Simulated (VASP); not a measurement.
A run of VASP 6.6.1 is set up as follows.

File INCAR:

```
SYSTEM = FePt
PREC = Accurate
ENCUT = 600
EDIFF = 1E-6
ISMEAR = -1
SIGMA = 0.05
LREAL = .FALSE.
LASPH = .TRUE.
NELM = 150
ALGO = Normal
ISIF = 3
LWAVE = .FALSE.
LCHARG = .FALSE.
ISPIN = 2
MAGMOM = 0 3
LORBIT = 11
LMAXMIX = 4
GGA = PS
IVDW = 13
IBRION = 2
NSW = 80
EDIFFG = -0.02
```

File KPOINTS:

```
regular mesh
0
G
  10 10 7
  0 0 0
```

POSCAR

```
FePt
1.0
    2.7235000000      0.0000000000      0.0000000000
    0.0000000000      2.7235000000      0.0000000000
    0.0000000000      0.0000000000      3.7200000000
Pt Fe
1 1
Direct
    0.5000000000      0.5000000000      0.5000000000
    0.0000000000      0.0000000000      0.0000000000
```

Potentials or basis: VASP PAW PBE potentials, release 64 (Pt, Fe).

The run is started by

```bash
$ cat potpaw_PBE.64/Pt/POTCAR potpaw_PBE.64/Fe/POTCAR > POTCAR
$ mpirun -np 1 vasp_std > vasp.out
```

(1) Predict the site moments.

(2) Predict the space group after relaxing (to 0.05 Å).

(3) What does it give for the dispersion energy per atom?

(4) Predict the relaxed volume.

Answers

(1) Pt +0.33; Fe +2.83 μB.

(2) P4/mmm (No. 123).

(3) -0.321 eV.

(4) 13.21 Å³/atom.

Caveat: the PAW data sets were made with another functional, which shifts forces and pressure a little; pairwise dispersion overbinds metals, which lowers pressure and volume.
